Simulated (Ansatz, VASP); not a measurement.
# MgSnO2 in VASP and in Ansatz

```
Mg Sn O
1.0
    -1.93669    1.93669    4.70148
     1.93669   -1.93669    4.70148
     1.93669    1.93669   -4.70148
Mg Sn O
1 1 2
Direct
  0.57785 0.57785 0.00000
  0.90062 0.90062 0.00000
  0.01059 0.51059 0.50000
  0.51059 0.01059 0.50000
```

Alike in both runs: task relaxation of cell and atoms; functional PBE; k mesh 10 × 10 × 10; no spin polarisation.

```csv
,VASP,Ansatz
version,VASP 6.6.1,Ansatz 0.2.0
potentials or method,"VASP PAW PBE potentials, release 64 (Mg, Sn_d, O), cutoff 600 eV","scalar-relativistic, plane waves, PAW"
occupations,"gaussian, width 0.01 eV",fixed
valence electrons in the cell,28,36
```

Ansatz gave:

```
gap on the k mesh at the Fermi level, each at its own relaxed structure (eV) : 1.82
relaxed volume (Å³/atom)                                                     : 17.64
relaxed cell length with the largest relative difference (Å)                 : 5.441
```

Q: What did VASP give for the same quantities?

A: gap on the k mesh at the Fermi level, each at its own relaxed structure (eV): 1.81; relaxed volume (Å³/atom): 17.57; relaxed cell length with the largest relative difference (Å): 5.428.

VASP's potentials hold 28 valence electrons a cell and Ansatz's 36, so a difference there can come from the potentials and not from the codes.
